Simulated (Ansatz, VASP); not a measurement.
## One calculation of InGa3P4, two programs

```
CELL_PARAMETERS angstrom
-2.78348 2.78348 5.55570
2.78348 -2.78348 5.55570
2.78348 2.78348 -5.55570
ATOMIC_POSITIONS crystal
Ga 0.75000 0.25000 0.50000
Ga 0.50000 0.50000 0.00000
Ga 0.25000 0.75000 0.50000
P 0.13315 0.60641 0.00000
P 0.86685 0.86685 0.47326
P 0.60641 0.13315 0.00000
P 0.39359 0.39359 0.52674
In 0.00000 0.00000 0.00000
```

Alike in both runs: task single point; functional r2SCAN; k mesh 6 × 6 × 6; no spin polarisation.

|  | VASP | Ansatz |
| --- | --- | --- |
| version | VASP 6.6.1 | Ansatz 0.2.0 |
| potentials or method | VASP PAW PBE potentials, release 64 (Ga_d, P, In_d) | plane waves, PAW |
| plane-wave cutoff (eV) | 520 | 500 |
| occupations | gaussian, width 0.01 eV | fixed |
| valence electrons in the cell | 72 | 72 |

VASP gave:

- gap on the k mesh at the Fermi level (eV): 1.78
- pressure (GPa): -0.1
- rms of the force components (eV/Å): 0.003

Estimate Ansatz's values.

gap on the k mesh at the Fermi level (eV): 1.78; pressure (GPa): 0.0; rms of the force components (eV/Å): 0.000.

VASP's potentials were made for PBE, not for r2SCAN.
